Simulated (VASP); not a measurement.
HfB2: electric field gradients with PBE

Crystal: HfB2.

```
CELL_PARAMETERS angstrom
3.07720 0.00000 0.00000
-1.53860 2.66493 0.00000
0.00000 0.00000 3.48000
ATOMIC_POSITIONS crystal
Hf 0.00000 0.00000 0.00000
B 0.33333 0.66667 0.50000
B 0.66667 0.33333 0.50000
```

This cell differs from its parent crystal: equal xx and yy strain of -2 %.

```
Program                : VASP 6.6.1
Task                   : electric field gradients
Functional             : PBE
Potentials or basis    : VASP PAW PBE potentials, release 64 (Hf_pv, B)
Cutoff                 : 420 eV
k mesh                 : 13 × 13 × 11
Occupations            : fermi-dirac, width 0.05 eV
Spin                   : no spin polarisation
Dipole correction      : no
Further INCAR settings : ALGO = Normal; EDIFF = 1e-08; NBANDS = 15
```

```
Pressure               : 12.7 GPa
Band gap on the k mesh : zero (band 8 reaches 8.86 eV, above the bottom of band 9 at 7.58 eV)
```

Stress tensor (GPa, compression positive):
```
15.57  0.00  0.00
 0.00 15.57  0.00
 0.00  0.00  6.86
```

Levels at points of the mesh, in eV from the Fermi level:
| k point | band 5 | band 6 | band 7 | band 8 | band 9 | band 10 | band 11 | band 12 |
| --- | --- | --- | --- | --- | --- | --- | --- | --- |
| (0.00, 0.00, 0.00) | -3.27 | -3.00 | -2.89 | -2.89 | 4.19 | 4.19 | 4.64 | 4.64 |

Electric field gradients, principal values (V/Å²):
| atom | least | middle | greatest (by size) |
| --- | --- | --- | --- |
| 1 Hf | -41.260 | -41.260 | 82.520 |
| 2 B | -1.361 | -1.361 | 2.722 |
| 3 B | -1.361 | -1.361 | 2.722 |

Run time: 15 s on 1 thread of Intel(R) Xeon(R) 6975P-C (Granite Rapids) (shared host), peak memory 0.16 GiB.

Caveat: the cell differs from its parent crystal (equal xx and yy strain of -2 %); without QUAD_EFG the Cq values of the log hold for a quadrupole moment of 1 mb, not for the nuclei; spin-orbit coupling is left out, which moves the levels of the heavy elements.
